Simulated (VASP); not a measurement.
Here is a VASP 6.6.1 calculation.

INCAR

```
SYSTEM = MgO2
PREC = Accurate
ENCUT = 840
EDIFF = 1E-6
ISMEAR = 0
SIGMA = 0.05
LREAL = .False.
LASPH = .True.
NELM = 120
ALGO = Normal
ISIF = 2
LWAVE = .False.
LCHARG = .True.
GGA = PS
LELF = .True.
LVHAR = .True.
NBANDS = 18
GGA_COMPAT = .False.
```

The input KPOINTS:

```
Automatic mesh
0
Gamma
  12 12 12
  0 0 0
```

File POSCAR:

```
MgO2
1.0
    1.6047610160      0.9265092046      3.4939788749
   -1.6047610160      0.9265092046      3.4939788749
    0.0000000000     -1.8530184092      3.4939788749
Mg O
1 2
Direct
    0.0000000000      0.0000000000      0.0000000000
    0.4454813881      0.4454813881      0.4454813881
    0.5545186119      0.5545186119      0.5545186119
```

Potentials or basis: VASP PAW PBE potentials, release 64 (Mg_sv, O).

Launch:

```bash
$ cat potpaw_PBE.64/Mg_sv/POTCAR potpaw_PBE.64/O/POTCAR > POTCAR
$ mpirun -np 1 vasp_std > vasp.out
```

Question: Predict the pressure.

Answer: 37.0 GPa.

Question: What does it give for the largest force?

Answer: 25.008 eV/Å.

Forces in eV/Å, atoms in the order of the input:
```
Mg    0.000   0.000   0.000
O     0.000   0.000 -25.008
O     0.000   0.000  25.008
```

Caveat: the cell differs from its parent crystal (atoms displaced along a vibrational mode); the standard files for N, O and F lose accuracy on very short bonds; the stress differs along the axes, from -12 to 135 GPa; the PAW data sets were made with another functional, which shifts forces and pressure a little.
